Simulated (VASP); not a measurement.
Write the native input for VASP 6.6.1 that does the following.

```
Task                   : relaxation of cell and atoms
Functional             : LDA
Potentials or basis    : VASP PAW LDA potentials, release 64 (Re)
Cutoff                 : 600 eV
k mesh                 : 10 × 10 × 10
Occupations            : gaussian, width 0.05 eV
Spin                   : no spin polarisation
Target pressure        : 30 GPa
Dipole correction      : no
Further INCAR settings : ALGO = Normal; EDIFF = 1e-07; IBRION = 2; EDIFFG = -0.01; NSW = 80; ISIF = 3
```

The structure of Re lies in POSCAR:

```
Re
1.0
    0.0000000000      1.9450000000      1.9450000000
    1.9450000000      0.0000000000      1.9450000000
    1.9450000000      1.9450000000      0.0000000000
Re
1
Direct
    0.0000000000      0.0000000000      0.0000000000
```

This isn't the form of Re at room conditions, which is hcp.

One way to write it, as run:

INCAR

```
PREC = Accurate
ENCUT = 600
EDIFF = 1E-7
ISMEAR = 0
SIGMA = 0.05
LREAL = False
LASPH = True
NELM = 120
ALGO = Normal
ISIF = 3
LWAVE = False
LCHARG = False
GGA = CA
IBRION = 2
NSW = 80
EDIFFG = -0.01
PSTRESS = 300.0
GGA_COMPAT = False
NELMIN = 4
```

KPOINTS

```
Automatic mesh
0
Gamma
  10 10 10
```

Potentials or basis: VASP PAW LDA potentials, release 64 (Re).

Run with:

```sh
$ cat potpaw_LDA.64/Re/POTCAR > POTCAR
$ mpirun -np 1 vasp_std > vasp.out
```

Results of the run:

```
Relaxed volume                                             : 13.56 Å³/atom
Relaxed cell                                               : a = 2.677 Å, b = 2.677 Å, c = 2.677 Å, α = 60.00°, β = 60.00°, γ = 60.00°
Space group after relaxing (to 0.1 Å)                      : Fm-3m (No. 225)
Energy change on relaxing (the run minimises the enthalpy) : +71.5 meV/atom
Ionic steps                                                : 5
Pressure after relaxing                                    : 30.1 GPa
Band gap on the k mesh                                     : zero (an odd number of electrons rules out a gap without spin polarisation)
```

Caveat: the cell is relaxed towards a set pressure, so the run minimises the enthalpy, not the energy; spin-orbit coupling is left out, which moves the levels of the heavy elements.

It took 16 s on 1 thread of Intel(R) Xeon(R) Platinum 8259CL CPU @ 2.50GHz (Skylake/Cascade Lake) (shared host), peak memory 0.16 GiB.
